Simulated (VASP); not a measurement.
Os:

```
Os
1.0
     2.67829    0.00000    0.00000
    -1.33914    2.31946    0.00000
     0.00000    0.00000    4.23152
Os
2
Direct
  0.66667 0.33333 0.75000
  0.33333 0.66667 0.25000
```

Base run:

```yaml
Program: VASP 6.6.1
Functional: SVWN5
Potentials_or_basis: VASP PAW PBE potentials, release 64 (Os)
Cutoff: 520 eV
k_mesh: 11 × 11 × 6
Occupations: fermi-dirac, width 0.05 eV
Spin: no spin polarisation
```

Its results: band gap on the k mesh zero (band 8 reaches 12.42 eV, above the bottom of band 9 at 8.12 eV); pressure 22.4 GPa.

Question: The run is repeated on the same cell with these changes: functional from SVWN5 to RPBE. What comes out?

Answer: Band gap on the k mesh zero (band 8 reaches 12.85 eV, above the bottom of band 9 at 8.55 eV); pressure 45.2 GPa.

RPBE binds less tightly than SVWN5, so the same cell stands under more pressure.

Caveats: the PAW data sets were made with another functional, which shifts forces and pressure a little; spin-orbit coupling is left out, which moves the levels of the heavy elements.
